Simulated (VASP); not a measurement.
K2Nb2O, 5 atoms in the cell. It takes space group P-3m1 (No. 164, trigonal). The conventional cell has a = 3.395 Å, b = 3.395 Å, c = 12.211 Å, α = 90.00°, β = 90.00°, γ = 120.00°. K (site symmetry 3m) has 3 O at 2.49 Å and 6 K at 3.39 Å within 3.4 Å. Nb (site symmetry 3m) has 9 Nb at 2.62 to 3.39 Å within 3.5 Å. O (site symmetry -3m) has 6 K at 2.49 Å and 6 O at 3.39 Å within 3.4 Å. The cell was generated, and may not be a known phase.

- Program: VASP 6.6.1
- Task: single point
- Functional: PBE
- Potentials or basis: VASP PAW PBE potentials, release 64 (K_sv, Nb_sv, O)
- Cutoff: 520 eV
- k mesh: 12 × 12 × 4
- Occupations: gaussian, width 0.1 eV
- Spin: no spin polarisation
- Dipole correction: no
- Further INCAR settings: ALGO = Normal; EDIFF = 1e-06; NBANDS = 33

Potentials or basis: VASP PAW PBE potentials, release 64 (K_sv, Nb_sv, O).

Launch:

```console
$ cat potpaw_PBE.64/K_sv/POTCAR potpaw_PBE.64/Nb_sv/POTCAR potpaw_PBE.64/O/POTCAR > POTCAR
$ mpirun -np 1 vasp_std > vasp.out
```

Hardware: 1 thread of AMD EPYC 9R45 96-Core Processor (Zen 5), on a shared host.

Problem. Estimate the wall time of this run.

Solution. It took 4.4 min on 1 thread of AMD EPYC 9R45 96-Core Processor (Zen 5), with other jobs on the host, peak memory 0.39 GiB. Counts: scf iterations 21, k points 69.
